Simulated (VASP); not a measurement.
WC: single point with PBE

WC:

```
W C
1.0
     3.15551    0.00000    0.00000
    -1.57776    2.73275    0.00000
     0.00000    0.00000    3.07484
W C
1 1
Direct
  0.00000 0.00000 0.00000
  0.66667 0.33333 0.50000
```

This cell differs from its parent crystal: strain +0.080 along x and y, +0.080 along z.

```
Program                : VASP 6.6.1
Task                   : single point
Functional             : PBE
Potentials or basis    : VASP PAW PBE potentials, release 64 (W_sv, C)
Cutoff                 : 520 eV
k mesh                 : 24 × 24 × 22
Occupations            : gaussian, width 0.15 eV
Spin                   : no spin polarisation
Dipole correction      : no
Further INCAR settings : ALGO = Normal; EDIFF = 1e-06; NBANDS = 16
```

```json
{
 "Pressure": "-53.5 GPa",
 "Band gap on the k mesh": "zero (band 9 reaches 8.45 eV, above the bottom of band 10 at 7.50 eV)"
}
```

Stress tensor (GPa, compression positive):
```
-50.36   0.00   0.00
  0.00 -50.36   0.00
  0.00   0.00 -59.78
```

Levels at points of the mesh, in eV from the Fermi level:
| k point | band 5 | band 6 | band 7 | band 8 | band 9 | band 10 | band 11 | band 12 | band 13 | band 14 |
| --- | --- | --- | --- | --- | --- | --- | --- | --- | --- | --- |
| (0.00, 0.00, 0.00) | -12.64 | -3.11 | -2.45 | -2.45 | 0.11 | 2.21 | 2.21 | 4.37 | 4.37 | 4.49 |
| (0.50, 0.00, 0.00) | -10.09 | -5.85 | -2.67 | -2.56 | -0.34 | 1.64 | 3.19 | 3.38 | 5.43 | 7.67 |
| (0.00, 0.00, 0.50) | -9.84 | -7.14 | -1.48 | -1.48 | -0.38 | -0.38 | 2.69 | 3.82 | 3.82 | 8.35 |
| (0.50, 0.00, 0.50) | -9.86 | -5.07 | -3.53 | -3.21 | 0.02 | 3.02 | 3.62 | 4.55 | 6.86 | 7.08 |

Run time: 4.2 min on 1 thread of Intel Xeon 8259CL, with other jobs on the host, peak memory 0.4 GiB.

Caveat: the cell differs from its parent crystal (strain +0.080 along x and y, +0.080 along z); spin-orbit coupling is left out, which moves the levels of the heavy elements.
